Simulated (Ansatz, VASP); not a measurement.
**Si in VASP and in Ansatz**

The input INCAR:

```
SYSTEM = Si
ALGO = Normal
EDIFF = 1E-6
EDIFFG = -0.01
ENCUT = 600
GGA = CA
IBRION = 2
ISIF = 3
ISMEAR = -1
LASPH = .True.
LCHARG = .False.
LREAL = .False.
LWAVE = .False.
NELM = 100
NSW = 80
PREC = Accurate
SIGMA = 0.1
```

File KPOINTS:

```
k-points
0
Gamma
  14 14 14
  0 0 0
```

The input POSCAR:

```
Si
1.0
   -1.5541499093      1.5541499093      1.5541499093
    1.5541499093     -1.5541499093      1.5541499093
    1.5541499093      1.5541499093     -1.5541499093
Si
1
Direct
    0.0000000000      0.0000000000      0.0000000000
```

Input for Ansatz:

```yaml
crystal:
  lattice:
    - [-1.5541499093, 1.5541499093, 1.5541499093]
    - [1.5541499093, -1.5541499093, 1.5541499093]
    - [1.5541499093, 1.5541499093, -1.5541499093]
  atoms:
    - { symbol: Si, position: [0.0, 0.0, 0.0] }
hamiltonian:
  xc: lda
  pseudopotentials:
    kind: paw
    azcp:
      Si: "pseudopotentials/Si.paw.azcp"
basis:
  ecutwfc: 420
  fft_grid_basis: typed
kpoints:
  mp_grid: { grid: [14, 14, 14], shift: [0, 0, 0] }
magnetization:
  spin_polarized: false
scf:
  occupations: { method: fermi_dirac, width: 0.1 }
relax:
  max_steps: 60
  f_tol: 0.01
  cell: {}
output:
  write_density: true
  write_potential: true
  elf: true
  volumetric_format: npy
```

Alike in both runs: task relaxation of cell and atoms; functional LDA; k mesh 14 × 14 × 14; occupations fermi-dirac, width 0.1 eV; no spin polarisation.

```csv
,VASP,Ansatz
version,VASP 6.6.1,Ansatz 0.2.0
potentials or method,"VASP PAW LDA potentials, release 64 (Si), cutoff 600 eV","plane waves (420 eV) with PAW, scalar-relativistic"
valence electrons in the cell,4,4
```

Ansatz gave:

```
relaxed volume (Å³/atom)                                     : 14.09
relaxed cell length with the largest relative difference (Å) : 2.636
```

What did VASP give for the same quantities?

Relaxed volume (Å³/atom): 14.10; relaxed cell length with the largest relative difference (Å): 2.636.

Ansatz warns that its potentials were made for another functional, while VASP's fit it. LDA's correlation is that of Perdew and Zunger in VASP and of Perdew and Wang (1992) in Ansatz.
